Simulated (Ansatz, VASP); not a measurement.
# Two plane-wave programs on Hf2ZrGe3

```
CELL_PARAMETERS angstrom
5.23195 0.00000 0.00000
-2.61598 4.53100 0.00000
0.00000 0.00000 8.19921
ATOMIC_POSITIONS crystal
Zr 0.00000 0.00000 0.10614
Hf 0.00000 0.00000 0.43889
Hf 0.00000 0.00000 0.77287
Ge 0.50000 0.00000 0.60632
Ge 0.00000 0.50000 0.60632
Ge 0.50000 0.50000 0.60632
```

Alike in both runs: functional PBE; k mesh 5 × 5 × 2; occupations gaussian, width 0.2 eV; no spin polarisation.

Ansatz relaxed the structure, and its values are those at the end. VASP's run is a single point on that final structure, the one shown.

|  | VASP | Ansatz |
| --- | --- | --- |
| version | VASP 6.6.1 | Ansatz 0.2.0 |
| potentials or method | VASP PAW PBE potentials, release 64 (Zr_sv, Hf_pv, Ge_d), cutoff 500 eV | scalar-relativistic, plane waves, PAW |
| valence electrons in the cell | 74 | 106 |

```tsv
	VASP	Ansatz	Ansatz less VASP
gap on the k mesh at the Fermi level (eV)	none	none	-
pressure (GPa)	-0.2	-0.1	+0.15
rms of the force components (eV/Å)	0.026	0.011	-0.0146
```

A gap of «none» marks a metal or a gap that the smearing closes. VASP's potentials hold 74 valence electrons a cell and Ansatz's 106, so a difference there can come from the potentials and not from the codes.

The k mesh is coarse, so the values compare programs but aren't converged. Neither program's run includes spin-orbit coupling.
